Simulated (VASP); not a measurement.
Wanted: the native input for a VASP 6.6.1 run.

* Task: single point
* Functional: LDA
* Potentials or basis: VASP PAW LDA potentials, release 64 (Co)
* Cutoff: 520 eV
* k mesh: 24 × 24 × 12
* Occupations: gaussian, width 0.15 eV
* Spin: collinear spin, ferromagnetic start
* Starting moments: [0.825, 0.825] μB
* Fixed moment: 1.65 μB
* Dipole correction: no
* Further INCAR settings: ALGO = Normal; EDIFF = 1e-07; NBANDS = 20

The structure of Co lies in POSCAR:

```
Co
1.0
    2.6163140353      0.0000000000      0.0000000000
   -1.3081570176      2.2657944189      0.0000000000
    0.0000000000      0.0000000000      4.2202892192
Co
2
Direct
    0.6666666667      0.3333333333      0.2500000000
    0.3333333333      0.6666666667      0.7500000000
```

These files were run (other wordings do the same):

INCAR

```
ALGO = Normal
EDIFF = 1E-7
ENCUT = 520
ISIF = 2
ISMEAR = 0
ISPIN = 2
LASPH = True
LCHARG = True
LELF = True
LMAXMIX = 4
LORBIT = 11
LREAL = False
LVHAR = True
LWAVE = False
MAGMOM = 0.825 0.825
NBANDS = 20
NELM = 150
NUPDOWN = 1.65
PREC = Accurate
SIGMA = 0.15
```

KPOINTS

```
k-points
0
Gamma
  24 24 12
```

Potentials or basis: VASP PAW LDA potentials, release 64 (Co).

The run is started by

```sh
$ cat potpaw_LDA.64/Co/POTCAR > POTCAR
$ mpirun -np 1 vasp_std > vasp.out
```

Results of the run:

```
Pressure                                              : -41.8 GPa
Net moment                                            : 1.65 μB per cell
Site moments                                          : Co +0.85 μB
Valence electrons inside the program's atomic spheres : Co 8.05
```

Caveat: the total moment is fixed, so each spin has its own Fermi level.

Run time: 3.5 min on 1 thread of Intel Xeon 6975P-C, on a shared host, peak memory 0.37 GiB.
